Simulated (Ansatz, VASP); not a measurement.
## PbS: VASP beside Ansatz

INCAR

```
PREC = Accurate
ENCUT = 520
EDIFF = 1E-7
ISMEAR = 0
SIGMA = 0.03
LREAL = False
LASPH = True
NELM = 60
ALGO = Normal
ISIF = 2
LWAVE = False
LCHARG = True
GGA = PE
LELF = True
LVHAR = True
NBANDS = 17
```

KPOINTS

```
regular mesh
0
Gamma
  10 10 10
```

POSCAR

```
PbS
1.0
    0.0000000000      2.8538125000      2.8538125000
    2.9650000000     -0.1111875000      2.9650000000
    2.9650000000      2.9650000000     -0.1111875000
Pb S
1 1
Direct
    0.0000000000      0.0000000000      0.0000000000
    0.5000000000      0.5000000000      0.5000000000
```

Input for Ansatz:

```yaml
crystal:
  lattice:
    - [0.0, 2.8538125, 2.8538125]
    - [2.965, -0.1111875, 2.965]
    - [2.965, 2.965, -0.1111875]
  atoms:
    - { symbol: Pb, position: [0.0, 0.0, 0.0] }
    - { symbol: S, position: [0.5, 0.5, 0.5] }
basis:
  ecutwfc: 420
kpoints:
  mp_grid: { grid: [10, 10, 10] }
hamiltonian:
  xc: pbe
scf:
  occupations: { method: gaussian, width: 0.03 }
output:
  forces: true
  stress: true
  eigenvalues: true
```

Change from the starting cell: strain -0.0750 x Voigt [0, 0, 0, 1, 0, 0], atoms carried along.

Alike in both runs: task single point; functional PBE; k mesh 10 × 10 × 10; occupations gaussian, width 0.03 eV; no spin polarisation.

|  | VASP | Ansatz |
| --- | --- | --- |
| version | VASP 6.6.1 | Ansatz 0.2.0 |
| potentials or method | VASP PAW PBE potentials, release 64 (Pb_d, S), cutoff 520 eV | scalar-relativistic, plane waves, PAW |
| valence electrons in the cell | 20 | 20 |

```csv
,VASP,Ansatz,Ansatz less VASP
gap on the k mesh at the Fermi level (eV),none,none,-
pressure (GPa),2.2,2.2,+0.07
"traceless stress, the component that is largest in VASP (GPa)",1.43,1.42,-0.006
```

A gap of «none» marks a metal or a gap that the smearing closes. The functional is the same, so the differences come from potentials, cutoffs and numerics.

Neither program's run includes spin-orbit coupling.
